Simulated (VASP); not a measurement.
# SnTe in VASP: notebook

SnTe is run at these levels: PBEsol; tasks: single point.

Program: VASP 6.6.1. These are calculated values, not measurements. Logs are shortened: lines on timing, memory, paths and dates and some standing lists are left out, and cuts for length are marked.

### 1 The cell of the first run

The structure is trigonal, space group R-3m (No. 166). Conventional cell: a = 4.442 Å, b = 4.442 Å, c = 11.044 Å, α = 90.00°, β = 90.00°, γ = 120.00°. Sn (site symmetry -3m) has 6 Te at 3.16 Å within 4.2 Å. Within 4.2 Å of Te (site symmetry -3m) lie 6 Sn at 3.16 Å.

### 2 Single point, PBEsol (equal xy, yz and zx shear strains of +1 %)

Contents of INCAR:

```
SYSTEM = SnTe
PREC = Accurate
ENCUT = 520
EDIFF = 1E-6
ISMEAR = -1
SIGMA = 0.08
LREAL = .FALSE.
LASPH = .TRUE.
NELM = 100
ALGO = Normal
ISIF = 2
LWAVE = .FALSE.
LCHARG = .TRUE.
GGA = PS
LELF = .TRUE.
LVHAR = .TRUE.
NBANDS = 17
```

Contents of KPOINTS:

```
regular mesh
0
G
  11 11 11
  0 0 0
```

Contents of POSCAR:

```
SnTe
1.0
    0.0315650000      3.1722825000      3.1722825000
    3.1722825000      0.0315650000      3.1722825000
    3.1722825000      3.1722825000      0.0315650000
Sn Te
1 1
Direct
    0.0000000000      0.0000000000      0.0000000000
    0.5000000000      0.5000000000      0.5000000000
```

Potentials or basis: VASP PAW PBE potentials, release 64 (Sn_d, Te).

Run with:

```console
> cat potpaw_PBE.64/Sn_d/POTCAR potpaw_PBE.64/Te/POTCAR > POTCAR
> mpirun -np 1 vasp_std > vasp.out
```

OUTCAR:

```text
SYSTEM = SnTe
   PREC = Accurate
   ENCUT = 520
   EDIFF = 1E-6
   ISMEAR = -1
   LREAL = .FALSE.
   LASPH = .TRUE.
   NELM = 100
   ISIF = 2
   GGA = PS

 ion  position               nearest neighbor table
   1  0.000  0.000  0.000-   2 3.16   2 3.16   2 3.16   2 3.16   2 3.16   2 3.16
   2  0.500  0.500  0.500-   1 3.16   1 3.16   1 3.16   1 3.16   1 3.16   1 3.16

  LATTYP: Found a trigonal (rhomboedric) cell.
 ALAT       =     4.4863959777
 COS(alpha) =     0.5099250056

  Lattice vectors:

 A1 = (   0.0315650000,   3.1722825000,   3.1722825000)
 A2 = (   3.1722825000,   0.0315650000,   3.1722825000)
 A3 = (   3.1722825000,   3.1722825000,   0.0315650000)

Analysis of symmetry for initial positions (statically):
=====================================================================
 Subroutine PRICEL returns:
 Original cell was already a primitive cell.

 Routine SETGRP: Setting up the symmetry group for a
 trigonal (rhombohedral) supercell.

 Subroutine GETGRP returns: Found 12 space group operations
 (whereof 12 operations were pure point group operations)
 out of a pool of 12 trial point group operations.

The static configuration has the point symmetry D_3d.

Analysis of symmetry for dynamics (positions and initial velocities):
=====================================================================
 Subroutine PRICEL returns:
 Original cell was already a primitive cell.

 Routine SETGRP: Setting up the symmetry group for a
 trigonal (rhombohedral) supercell.

 Subroutine GETGRP returns: Found 12 space group operations
 (whereof 12 operations were pure point group operations)
 out of a pool of 12 trial point group operations.

The dynamic configuration has the point symmetry D_3d.

 Subroutine INISYM returns: Found 12 space group operations
 (whereof 12 operations are pure point group operations),
 and found     1 'primitive' translations

----------------------------------------------------------------------------------------

                                     Primitive cell

  volume of cell :      62.8948

  direct lattice vectors                    reciprocal lattice vectors
     0.031565000  3.172282500  3.172282500    -0.159987407  0.158411176  0.158411176
     3.172282500  0.031565000  3.172282500     0.158411176 -0.159987407  0.158411176
     3.172282500  3.172282500  0.031565000     0.158411176  0.158411176 -0.159987407

  length of vectors
     4.486395978  4.486395978  4.486395978     0.275289251  0.275289251  0.275289251

  position of ions in fractional coordinates (direct lattice)
     0.000000000  0.000000000  0.000000000
     0.500000000  0.500000000  0.500000000

  ion indices of the primitive-cell ions
   primitive index   ion index
                 1           1
                 2           2

----------------------------------------------------------------------------------------

 KPOINTS: regular mesh

Automatic generation of k-mesh.
 Grid dimensions read from file:
 generate k-points for:   11   11   11

 Generating k-lattice:

  Cartesian coordinates                     Fractional coordinates (reciprocal lattice)
    -0.014544310  0.014401016  0.014401016     0.090909091 -0.000000000 -0.000000000
     0.014401016 -0.014544310  0.014401016    -0.000000000  0.090909091 -0.000000000
     0.014401016  0.014401016 -0.014544310    -0.000000000 -0.000000000  0.090909091

  Length of vectors
     0.025026296  0.025026296  0.025026296

  Shift w.r.t. Gamma in fractional coordinates (k-lattice)
     0.000000000  0.000000000  0.000000000

 Subroutine IBZKPT returns following result:
 ===========================================

 Found    146 irreducible k-points:

 Following reciprocal coordinates:
            Coordinates               Weight
  0.000000  0.000000  0.000000      1.000000
  0.090909 -0.000000 -0.000000      6.000000
  0.181818  0.000000 -0.000000      6.000000
  0.272727  0.000000 -0.000000      6.000000
  0.363636 -0.000000 -0.000000      6.000000
  0.454545 -0.000000 -0.000000      6.000000
[... 16 lines left out ...]
 -0.272727  0.181818  0.000000     12.000000
 -0.181818  0.181818  0.000000      6.000000
 [... further k-points ...]
   k-points           NKPTS =    146   k-points in BZ     NKDIM =    146   number of bands    NBANDS=     17
   number of dos      NEDOS =    301   number of ions     NIONS =      2
   total plane-waves  NPLWV =  46656
   dimension x,y,z NGX =    36 NGY =   36 NGZ =   36
   dimension x,y,z NGXF=    72 NGYF=   72 NGZF=   72
   ions per type =               1   1
   NGX,Y,Z   is equivalent  to a cutoff of  13.34, 13.34, 13.34 a.u.
   NGXF,Y,Z  is equivalent  to a cutoff of  26.68, 26.68, 26.68 a.u.
 SYSTEM =  SnTe
   PREC   = accura    normal or accurate (medium, high low for compatibility)
   ISTART =      0    job   : 0-new  1-cont  2-samecut
   ICHARG =      2    charge: 1-file 2-atom 10-const
   ISPIN  =      1    spin polarized calculation?
   LNONCOLLINEAR =      F non collinear calculations
   LSORBIT =      F    spin-orbit coupling
   LASPH  =      T    aspherical Exc in radial PAW
   ENCUT  =  520.0 eV  38.22 Ry    6.18 a.u.   8.34  8.34  8.34*2*pi/ulx,y,z
   NELM   =    100;   NELMIN=  2; NELMDL= -5     # of ELM steps
   EDIFF  = 0.1E-05   stopping-criterion for ELM
   LREAL  =      F    real-space projection
   EDIFFG = 0.1E-04   stopping-criterion for IOM
   NSW    =      0    number of steps for IOM
   IBRION =     -1    ionic relax: 0-MD 1-quasi-New 2-CG
   NFREE  =      0    steps in history (QN), initial steepest desc. (CG)
   ISIF   =      2    stress and relaxation
   ISYM   =      2    0-nonsym 1-usesym 2-fastsym
   POTIM  = 0.5000    time-step for ionic-motion
   TEBEG  =    0.0;   TEEND  =   0.0 temperature during run
   PSTRESS=    0.0 pullay stress
   NELECT =      20.0000    total number of electrons
   NUPDOWN=      -1.0000    fix difference up-down
   EMIN   =  10.00;   EMAX   =-10.00  energy-range for DOS
   EFERMI =   0.00;   METHOD = LEGACY
   ISMEAR =    -1;   SIGMA  =   0.08  broadening in eV -4-tet -1-fermi 0-gaus
   EFERMI_NEDOS =   21; number of points for ismear=-14 and -15
   IALGO  =     38    algorithm
   IMIX   =      4    mixing-type and parameters
     AMIX     =   0.40;   BMIX     =  1.00
     AMIX_MAG =   1.60;   BMIX_MAG =  1.00
  volume/ion in A,a.u.               =      31.45       212.22
  Fermi-wavevector in a.u.,A,eV,Ry     =   1.117412  2.111602 16.988354  1.248609
  Thomas-Fermi vector in A             =   2.254034
   LORBIT       =      0    0 simple, 1 ext, 2 COOP (PROOUT), +10 PAW based schemes
   GGA     = PS    functional components
   LHFCALC =     F    Hartree Fock is set to
   AEXX    =    0.0000 exact exchange contribution
   IVDW    =     0    specifies the selected vdW correction
   LEPSILON=     F    determine dielectric tensor
   LRPA    =     F    only Hartree local field effects (RPA)
 non-spin polarized calculation
  energy-cutoff  :      520.00
  volume of cell :       62.89
 maximum number of plane-waves:      1713
 NGX is ok and might be reduce to    36
   NGX = 17   NGY = 17   NGZ = 17

 number of electron      19.9999998 magnetization

 Free energy of the ion-electron system (eV)
  ---------------------------------------------------
  ext. energy  EPLUGINS =         0.00000000
  ---------------------------------------------------
  free energy    TOTEN  =        -8.33795786 eV

  energy without entropy =       -8.33607053  energy(sigma->0) =       -8.33701419

 E-fermi :   6.7219     XC(G=0):  -9.6293

 val. band max:        6.6282038339   @ k =   0.4545   0.4545   0.4545
 cond. band min:       6.9425944911   @ k =   0.4545  -0.0000  -0.0000
 fundamental gap:      0.3143906573
 Fermi energy:         6.7219421999

 k-point     1 :       0.0000    0.0000    0.0000
  band No.  band energies     occupation
      1     -15.0400      2.00000
      2     -15.0400      2.00000
      3     -15.0334      2.00000
      4     -15.0334      2.00000
      5     -15.0333      2.00000
      6      -6.0420      2.00000
[... 9 lines left out ...]
     16      11.5261      0.00000
     17      13.4426      0.00000

 k-point     2 :       0.0909   -0.0000   -0.0000
  band No.  band energies     occupation
      1     -15.0403      2.00000
      2     -15.0402      2.00000
      3     -15.0333      2.00000
      4     -15.0330      2.00000
      5     -15.0328      2.00000
      6      -5.9719      2.00000
[... 9 lines left out ...]
     16      11.7038      0.00000
     17      14.1048      0.00000

 k-point     3 :       0.1818    0.0000   -0.0000
  band No.  band energies     occupation
      1     -15.0414      2.00000
      2     -15.0410      2.00000
      3     -15.0330      2.00000
      4     -15.0317      2.00000
      5     -15.0314      2.00000
      6      -5.7677      2.00000
[... 9 lines left out ...]
     16      12.1994      0.00000
     17      15.3922      0.00000

 k-point     4 :       0.2727    0.0000   -0.0000
  band No.  band energies     occupation
      1     -15.0430      2.00000
      2     -15.0423      2.00000
      3     -15.0326      2.00000
      4     -15.0297      2.00000
      5     -15.0294      2.00000
      6      -5.4528      2.00000
[... 9 lines left out ...]
     16      12.9812      0.00000
     17      16.9384      0.00000
[... 343 lines left out ...]
      1     -15.0461      2.00000
      2     -15.0438      2.00000
      3     -15.0307      2.00000
      4     -15.0276      2.00000
      5     -15.0265      2.00000
      6      -4.7243      2.00000
[... 9 lines left out ...]
     16      14.1639      0.00000
     17      16.9209      0.00000

 k-point    23 :      -0.2727    0.1818    0.0000
  band No.  band energies     occupation
      1     -15.0442      2.00000
      2     -15.0439      2.00000
      3     -15.0314      2.00000
      4     -15.0284      2.00000
      5     -15.0276      2.00000
      6      -5.0183      2.00000
[... 9 lines left out ...]
     16      15.3257      0.00000
     17      16.0665      0.00000

 k-point    24 :      -0.1818    0.1818    0.0000
  band No.  band energies     occupation
      1     -15.0437      2.00000
      2     -15.0421      2.00000
      3     -15.0324      2.00000
      4     -15.0300      2.00000
      5     -15.0284      2.00000
      6      -5.3492      2.00000
[... 9 lines left out ...]
     16      14.5981      0.00000
     17      14.7773      0.00000

 [... further k-points ...]
[... 5 lines left out ...]
  --------------------------------------------------------------------------------------
  -------------------------------------------------------------------------------------
  Total       -0.2190085     -0.2190085     -0.2190085     -0.0641484     -0.0641484     -0.0641484
  in kB       -5.5790048     -5.5790048     -5.5790048     -1.6341099     -1.6341099     -1.6341099
  external PRESSURE =      -5.5790048 kB  Pullay stress =       0.0000000 kB

 VOLUME and BASIS-vectors are now :
 -----------------------------------------------------------------------------
  energy-cutoff  :      520.00
  volume of cell :       62.89
      direct lattice vectors                 reciprocal lattice vectors
     0.031565000  3.172282500  3.172282500    -0.159987407  0.158411176  0.158411176
     3.172282500  0.031565000  3.172282500     0.158411176 -0.159987407  0.158411176
     3.172282500  3.172282500  0.031565000     0.158411176  0.158411176 -0.159987407

 POSITION                                       TOTAL-FORCE (eV/Angst)
 -----------------------------------------------------------------------------------
      0.00000      0.00000      0.00000         0.000000     -0.000000     -0.000000
      3.18806      3.18806      3.18806         0.000000      0.000000      0.000000
 -----------------------------------------------------------------------------------
    total drift:                               -0.000000      0.000000      0.000000

  FREE ENERGIE OF THE ION-ELECTRON SYSTEM (eV)
  ---------------------------------------------------
  free  energy   TOTEN  =        -8.3379578607 eV

  energy  without entropy=       -8.3360705256  energy(sigma->0) =       -8.33701419
```

Run time: 1.9 min. Hardware: 1 thread of AMD EPYC 9R14 (Zen 4), shared host; peak memory 0.29 GiB.

Results:

```
Free energy            : -8.3380 eV
Pressure               : -0.6 GPa
Band gap on the k mesh : 0.31 eV (least direct gap 0.42 eV)
```

Stress tensor (GPa, compression positive):
```
-0.56 -0.16 -0.16
-0.16 -0.56 -0.16
-0.16 -0.16 -0.56
```

Caveat: the cell differs from its parent crystal (equal xy, yz and zx shear strains of +1 %); the PAW data sets were made with another functional, which shifts forces and pressure a little; spin-orbit coupling is left out, which moves the levels of the heavy elements; an odd mesh through Γ misses points on the zone boundary, where band edges can lie.

### 3 Single point, PBEsol (equal xy, yz and zx shear strains of +2 %)

Contents of INCAR:

```
ALGO = Normal
EDIFF = 1E-6
ENCUT = 520
GGA = PS
ISIF = 2
ISMEAR = -1
LASPH = T
LCHARG = F
LREAL = F
LWAVE = F
NBANDS = 17
NELM = 60
PREC = Accurate
SIGMA = 0.08
```

Contents of KPOINTS:

```
k-points
0
Gamma
  11 11 11
```

Contents of POSCAR:

```
SnTe
1.0
    0.0631300000      3.1880650000      3.1880650000
    3.1880650000      0.0631300000      3.1880650000
    3.1880650000      3.1880650000      0.0631300000
Sn Te
1 1
Direct
    0.0000000000      0.0000000000      0.0000000000
    0.5000000000      0.5000000000      0.5000000000
```

Potentials or basis: VASP PAW PBE potentials, release 64 (Sn_d, Te).

Run with:

```console
> cat potpaw_PBE.64/Sn_d/POTCAR potpaw_PBE.64/Te/POTCAR > POTCAR
> mpirun -np 1 vasp_std > vasp.out
```

Wall time 1.9 min (1 thread of AMD EPYC 9R14 (Zen 4), shared host); peak memory 0.29 GiB.

It converged, with:

- Free energy: -8.3352 eV
- Pressure: -0.6 GPa
- Band gap on the k mesh: 0.19 eV (least direct gap 0.40 eV)

Stress tensor (GPa, compression positive):
```
-0.56 -0.32 -0.32
-0.32 -0.56 -0.32
-0.32 -0.32 -0.56
```

Levels at points of the mesh, in eV from the valence-band top:
```csv
k point,band 7,band 8,band 9,band 10,band 11,band 12,band 13,band 14
"(0.00, 0.00, 0.00)",-4.71,-2.27,-1.99,-1.99,3.33,3.33,3.42,4.53
```

Caveat: the cell differs from its parent crystal (equal xy, yz and zx shear strains of +2 %); the PAW data sets were made with another functional, which shifts forces and pressure a little; spin-orbit coupling is left out, which moves the levels of the heavy elements; an odd mesh through Γ misses points on the zone boundary, where band edges can lie.

### 4 Single point, PBEsol (equal xx and yy strain of -2 %)

Contents of INCAR:

```
SYSTEM = SnTe
PREC = Accurate ; ENCUT = 520
EDIFF = 1E-6 ; ISMEAR = -1
SIGMA = 0.08 ; LREAL = .FALSE.
LASPH = .TRUE. ; NELM = 100
ALGO = Normal ; ISIF = 2
LWAVE = .FALSE. ; LCHARG = .FALSE.
GGA = PS ; NBANDS = 17
```

Contents of KPOINTS:

```
Automatic mesh
0
G
  11 11 11
  0 0 0
```

Contents of POSCAR:

```
SnTe
1.0
    0.0000000000      3.0933700000      3.1565000000
    3.0933700000      0.0000000000      3.1565000000
    3.0933700000      3.0933700000      0.0000000000
Sn Te
1 1
Direct
    0.0000000000      0.0000000000      0.0000000000
    0.5000000000      0.5000000000      0.5000000000
```

Run with:

```console
> cat potpaw_PBE.64/Sn_d/POTCAR potpaw_PBE.64/Te/POTCAR > POTCAR
> mpirun -np 1 vasp_std > vasp.out
```

It took 88 s on 1 thread of Intel Xeon Platinum 8259CL at 2.50GHz (Skylake/Cascade Lake), shared host; peak memory 0.29 GiB.

Results (log left out):

| Quantity | Value |
| --- | --- |
| Free energy | -8.3242 eV |
| Pressure | 1.5 GPa |
| Band gap on the k mesh | 0.39 eV (least direct gap 0.41 eV) |

Stress tensor (GPa, compression positive):
```
 2.46  0.00  0.00
 0.00  2.46  0.00
 0.00  0.00 -0.46
```

Levels at points of the mesh, in eV from the valence-band top:
| k point | band 7 | band 8 | band 9 | band 10 | band 11 | band 12 | band 13 | band 14 |
| --- | --- | --- | --- | --- | --- | --- | --- | --- |
| (0.00, 0.00, 0.00) | -4.41 | -2.15 | -2.15 | -1.92 | 3.23 | 3.73 | 3.73 | 4.71 |

Caveat: the cell differs from its parent crystal (equal xx and yy strain of -2 %); the PAW data sets were made with another functional, which shifts forces and pressure a little; spin-orbit coupling is left out, which moves the levels of the heavy elements; an odd mesh through Γ misses points on the zone boundary, where band edges can lie.

(Continued in part 2 of 2.)
